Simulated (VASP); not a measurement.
# Cu (Fm-3m) in VASP: single point with r2SCAN

Aim: the single point of Cu with r2SCAN.

Program: VASP 6.6.1. These are calculated values, not measurements. Logs are shortened: lines on timing, memory, paths and dates and some standing lists are left out, and cuts for length are marked.

**1. The cell of the first run**

Symmetry: Fm-3m, No. 225, cubic system. The conventional cell has a = 3.674 Å, b = 3.674 Å, c = 3.674 Å, α = 90.00°, β = 90.00°, γ = 90.00°. Cu (site symmetry m-3m) has 12 Cu at 2.60 Å within 3.4 Å.

**2. Single point, r2SCAN**

Contents of POSCAR:

```
Cu
1.0
    0.0000000000      1.8367680000      1.8367680000
    1.8367680000      0.0000000000      1.8367680000
    1.8367680000      1.8367680000      0.0000000000
Cu
1
Direct
    0.0000000000      0.0000000000      0.0000000000
```

Contents of INCAR.step1:

```
ALGO = Normal
EDIFF = 1E-4
ENCUT = 520
GGA = PE
ISMEAR = -1
LASPH = True
LCHARG = False
LREAL = False
LWAVE = True
NBANDS = 12
NELM = 60
PREC = Accurate
SIGMA = 0.1
```

Contents of INCAR.step2:

```
ALGO = Normal
EDIFF = 1E-7
ENCUT = 520
ISIF = 2
ISMEAR = -1
ISTART = 1
LASPH = True
LCHARG = False
LMIXTAU = True
LREAL = False
LWAVE = False
METAGGA = R2SCAN
NBANDS = 12
NELM = 60
PREC = Accurate
SIGMA = 0.1
```

Contents of KPOINTS:

```
k-points
0
Gamma
  16 16 16
```

Potentials or basis: VASP PAW PBE potentials, release 64 (Cu).

Started as:

```bash
cat potpaw_PBE.64/Cu/POTCAR > POTCAR
cp INCAR.step1 INCAR
mpirun -np 1 vasp_std > vasp.out
cp INCAR.step2 INCAR
mpirun -np 1 vasp_std > vasp.out
```

OUTCAR:

```text
EDIFF = 1E-7
   ENCUT = 520
   ISIF = 2
   ISMEAR = -1
   ISTART = 1
   LASPH = True
   LREAL = False
   METAGGA = R2SCAN
   NELM = 60
   PREC = Accurate

 ion  position               nearest neighbor table
   1  0.000  0.000  0.000-

  LATTYP: Found a face centered cubic cell.
 ALAT       =     3.6735360000

  Lattice vectors:

 A1 = (   0.0000000000,   1.8367680000,   1.8367680000)
 A2 = (   1.8367680000,   0.0000000000,   1.8367680000)
 A3 = (   1.8367680000,   1.8367680000,   0.0000000000)

Analysis of symmetry for initial positions (statically):
=====================================================================
 Subroutine PRICEL returns:
 Original cell was already a primitive cell.

 Routine SETGRP: Setting up the symmetry group for a
 face centered cubic supercell.

 Subroutine GETGRP returns: Found 48 space group operations
 (whereof 48 operations were pure point group operations)
 out of a pool of 48 trial point group operations.

The static configuration has the point symmetry O_h .

Analysis of symmetry for dynamics (positions and initial velocities):
=====================================================================
 Subroutine PRICEL returns:
 Original cell was already a primitive cell.

 Routine SETGRP: Setting up the symmetry group for a
 face centered cubic supercell.

 Subroutine GETGRP returns: Found 48 space group operations
 (whereof 48 operations were pure point group operations)
 out of a pool of 48 trial point group operations.

The dynamic configuration has the point symmetry O_h .

 Subroutine INISYM returns: Found 48 space group operations
 (whereof 48 operations are pure point group operations),
 and found     1 'primitive' translations

----------------------------------------------------------------------------------------

                                     Primitive cell

  volume of cell :      12.3935

  direct lattice vectors                    reciprocal lattice vectors
     0.000000000  1.836768000  1.836768000    -0.272217286  0.272217286  0.272217286
     1.836768000  0.000000000  1.836768000     0.272217286 -0.272217286  0.272217286
     1.836768000  1.836768000  0.000000000     0.272217286  0.272217286 -0.272217286

  length of vectors
     2.597582217  2.597582217  2.597582217     0.471494170  0.471494170  0.471494170

  position of ions in fractional coordinates (direct lattice)
     0.000000000  0.000000000  0.000000000

  ion indices of the primitive-cell ions
   primitive index   ion index
                 1           1

----------------------------------------------------------------------------------------

 KPOINTS: k-points

Automatic generation of k-mesh.
 Grid dimensions read from file:
 generate k-points for:   16   16   16

 Generating k-lattice:

  Cartesian coordinates                     Fractional coordinates (reciprocal lattice)
    -0.017013580  0.017013580  0.017013580     0.062500000  0.000000000  0.000000000
     0.017013580 -0.017013580  0.017013580     0.000000000  0.062500000  0.000000000
     0.017013580  0.017013580 -0.017013580     0.000000000  0.000000000  0.062500000

  Length of vectors
     0.029468386  0.029468386  0.029468386

  Shift w.r.t. Gamma in fractional coordinates (k-lattice)
     0.000000000  0.000000000  0.000000000

 Subroutine IBZKPT returns following result:
 ===========================================

 Found    145 irreducible k-points:

 Following reciprocal coordinates:
            Coordinates               Weight
  0.000000  0.000000  0.000000      1.000000
  0.062500  0.000000  0.000000      8.000000
  0.125000  0.000000  0.000000      8.000000
  0.187500  0.000000  0.000000      8.000000
  0.250000  0.000000  0.000000      8.000000
  0.312500  0.000000  0.000000      8.000000
[... 16 lines left out ...]
 -0.125000  0.062500  0.000000     24.000000
 -0.062500  0.062500  0.000000     12.000000
 [... further k-points ...]
   k-points           NKPTS =    145   k-points in BZ     NKDIM =    145   number of bands    NBANDS=     12
   number of dos      NEDOS =    301   number of ions     NIONS =      1
   total plane-waves  NPLWV =   8000
   dimension x,y,z NGX =    20 NGY =   20 NGZ =   20
   dimension x,y,z NGXF=    40 NGYF=   40 NGZF=   40
   ions per type =               1
   NGX,Y,Z   is equivalent  to a cutoff of  12.80, 12.80, 12.80 a.u.
   NGXF,Y,Z  is equivalent  to a cutoff of  25.60, 25.60, 25.60 a.u.
 SYSTEM =  unknown system
   PREC   = accura    normal or accurate (medium, high low for compatibility)
   ISTART =      1    job   : 0-new  1-cont  2-samecut
   ICHARG =      0    charge: 1-file 2-atom 10-const
   ISPIN  =      1    spin polarized calculation?
   LNONCOLLINEAR =      F non collinear calculations
   LSORBIT =      F    spin-orbit coupling
   LASPH  =      T    aspherical Exc in radial PAW
   ENCUT  =  520.0 eV  38.22 Ry    6.18 a.u.   4.83  4.83  4.83*2*pi/ulx,y,z
   NELM   =     60;   NELMIN=  2; NELMDL=  0     # of ELM steps
   EDIFF  = 0.1E-06   stopping-criterion for ELM
   LREAL  =      F    real-space projection
   EDIFFG = 0.1E-05   stopping-criterion for IOM
   NSW    =      0    number of steps for IOM
   IBRION =     -1    ionic relax: 0-MD 1-quasi-New 2-CG
   NFREE  =      0    steps in history (QN), initial steepest desc. (CG)
   ISIF   =      2    stress and relaxation
   ISYM   =      2    0-nonsym 1-usesym 2-fastsym
   POTIM  = 0.5000    time-step for ionic-motion
   TEBEG  =    0.0;   TEEND  =   0.0 temperature during run
   PSTRESS=    0.0 pullay stress
   NELECT =      11.0000    total number of electrons
   NUPDOWN=      -1.0000    fix difference up-down
   EMIN   =  10.00;   EMAX   =-10.00  energy-range for DOS
   EFERMI =   0.00;   METHOD = LEGACY
   ISMEAR =    -1;   SIGMA  =   0.10  broadening in eV -4-tet -1-fermi 0-gaus
   EFERMI_NEDOS =   21; number of points for ismear=-14 and -15
   IALGO  =     38    algorithm
   IMIX   =      4    mixing-type and parameters
     AMIX     =   0.40;   BMIX     =  1.00
     AMIX_MAG =   1.60;   BMIX_MAG =  1.00
  volume/ion in A,a.u.               =      12.39        83.64
  Fermi-wavevector in a.u.,A,eV,Ry     =   1.573287  2.973082 33.677597  2.475234
  Thomas-Fermi vector in A             =   2.674594
   LORBIT       =      0    0 simple, 1 ext, 2 COOP (PROOUT), +10 PAW based schemes
   METAGGA = R2SCAN    functional components
   LHFCALC =     F    Hartree Fock is set to
   AEXX    =    0.0000 exact exchange contribution
   IVDW    =     0    specifies the selected vdW correction
   LEPSILON=     F    determine dielectric tensor
   LRPA    =     F    only Hartree local field effects (RPA)
 non-spin polarized calculation
  energy-cutoff  :      520.00
  volume of cell :       12.39
 maximum number of plane-waves:       343
   NGX =  9   NGY =  9   NGZ =  9

 number of electron      10.9999988 magnetization

 Free energy of the ion-electron system (eV)
  ---------------------------------------------------
  ext. energy  EPLUGINS =         0.00000000
  ---------------------------------------------------
  free energy    TOTEN  =       -10.80193630 eV

  energy without entropy =      -10.79233173  energy(sigma->0) =      -10.79713402

 E-fermi :   6.7915     XC(G=0): -13.4222

 val. band max:        6.7626311681   @ k =   0.5000   0.1875   0.0625
 cond. band min:       6.8065890413   @ k =   0.5000   0.3125   0.1250
 fundamental gap:      0.0439578732
 Fermi energy:         6.7914542506

 k-point     1 :       0.0000    0.0000    0.0000
  band No.  band energies     occupation
      1      -2.4707      2.00000
      2       3.8341      2.00000
      3       3.8341      2.00000
      4       3.8341      2.00000
      5       4.5878      2.00000
      6       4.5878      2.00000
      7      29.8002      0.00000
      8      32.4513      0.00000
      9      32.4513      0.00000
     10      32.4516      0.00000
     11      34.8062      0.00000
     12      34.8063      0.00000

 k-point     2 :       0.0625    0.0000    0.0000
  band No.  band energies     occupation
      1      -2.3279      2.00000
      2       3.8053      2.00000
      3       3.8595      2.00000
      4       3.8596      2.00000
      5       4.5780      2.00000
      6       4.5780      2.00000
      7      28.8583      0.00000
      8      30.9315      0.00000
      9      31.9654      0.00000
     10      31.9657      0.00000
     11      35.5012      0.00000
     12      35.5012      0.00000

 k-point     3 :       0.1250    0.0000    0.0000
  band No.  band energies     occupation
      1      -1.9051      2.00000
      2       3.7293      2.00000
      3       3.9220      2.00000
      4       3.9221      2.00000
      5       4.5613      2.00000
      6       4.5614      2.00000
      7      25.8566      0.00000
      8      30.4304      0.00000
      9      31.1655      0.00000
     10      31.1656      0.00000
     11      36.8405      0.00000
     12      36.8407      0.00000
[... 286 lines left out ...]
 k-point    23 :      -0.1250    0.0625    0.0000
  band No.  band energies     occupation
      1      -1.5820      2.00000
      2       3.6622      2.00000
      3       3.9691      2.00000
      4       3.9707      2.00000
      5       4.4798      2.00000
      6       4.6347      2.00000
      7      24.8407      0.00000
      8      27.5871      0.00000
      9      31.6417      0.00000
     10      32.8849      0.00000
     11      35.3445      0.00000
     12      35.9371      0.00000

 k-point    24 :      -0.0625    0.0625    0.0000
  band No.  band energies     occupation
      1      -2.0917      2.00000
      2       3.7524      2.00000
      3       3.8963      2.00000
      4       3.9089      2.00000
      5       4.5290      2.00000
      6       4.6008      2.00000
      7      27.7175      0.00000
      8      28.8524      0.00000
      9      31.5285      0.00000
     10      32.9815      0.00000
     11      35.0080      0.00000
     12      35.8121      0.00000

 [... further k-points ...]

------------------------ aborting loop because EDIFF is reached ----------------------------------------

  FORCE on cell =-STRESS in cart. coord.  units (eV):
  Direction    XX          YY          ZZ          XY          YZ          ZX
  --------------------------------------------------------------------------------------
  -------------------------------------------------------------------------------------
  Total       -0.7762512     -0.7762512     -0.7762512      0.0000000     -0.0000000      0.0000000
  in kB     -100.3506005   -100.3506005   -100.3506005      0.0000000     -0.0000000      0.0000000
  external PRESSURE =    -100.3506005 kB  Pullay stress =       0.0000000 kB

 VOLUME and BASIS-vectors are now :
 -----------------------------------------------------------------------------
  energy-cutoff  :      520.00
  volume of cell :       12.39
      direct lattice vectors                 reciprocal lattice vectors
     0.000000000  1.836768000  1.836768000    -0.272217286  0.272217286  0.272217286
     1.836768000  0.000000000  1.836768000     0.272217286 -0.272217286  0.272217286
     1.836768000  1.836768000  0.000000000     0.272217286  0.272217286 -0.272217286

 POSITION                                       TOTAL-FORCE (eV/Angst)
 -----------------------------------------------------------------------------------
      0.00000      0.00000      0.00000        -0.000000      0.000000     -0.000000
 -----------------------------------------------------------------------------------
    total drift:                                0.000000      0.000000      0.000000

  FREE ENERGIE OF THE ION-ELECTRON SYSTEM (eV)
  ---------------------------------------------------
  free  energy   TOTEN  =       -10.8019362989 eV

  energy  without entropy=      -10.7923317340  energy(sigma->0) =      -10.79713402
```

Run time: 2 min. Hardware: 1 thread of Intel Xeon 8259CL, shared host; peak memory 0.14 GiB.

Results:

```
Free energy : -10.8019 eV
Pressure    : -10.0 GPa
```

Caveat: the PAW data sets were made with another functional, which shifts forces and pressure a little.
